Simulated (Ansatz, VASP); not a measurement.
Two plane-wave programs on LiH

```
Li H
1.0
     3.25482    0.00000    0.00000
    -1.62741    2.81876    0.00000
     0.00000    0.00000    4.06907
Li H
2 2
Direct
  0.33333 0.66667 0.25000
  0.66667 0.33333 0.75000
  0.66667 0.33333 0.25000
  0.33333 0.66667 0.75000
```

Alike in both runs: task single point; functional PBE; k mesh 12 × 12 × 6; occupations fermi-dirac, width 0.02 eV; no spin polarisation.

```csv
,VASP,Ansatz
version,VASP 6.6.1,Ansatz 0.2.0
potentials or method,"VASP PAW PBE potentials, release 64 (Li_sv, H)","plane waves, PAW"
plane-wave cutoff (eV),520,420
valence electrons in the cell,8,8
```

Ansatz gave:

```
gap on the k mesh at the Fermi level (eV) : 1.84
```

Which values does VASP return?

gap on the k mesh at the Fermi level (eV): 1.83.

With one functional, cell and mesh, what is left measures potentials, basis and numerics.

Noted on VASP's run: the cutoff is under 1.25 times that of the potentials, so the pressure is a little rough.
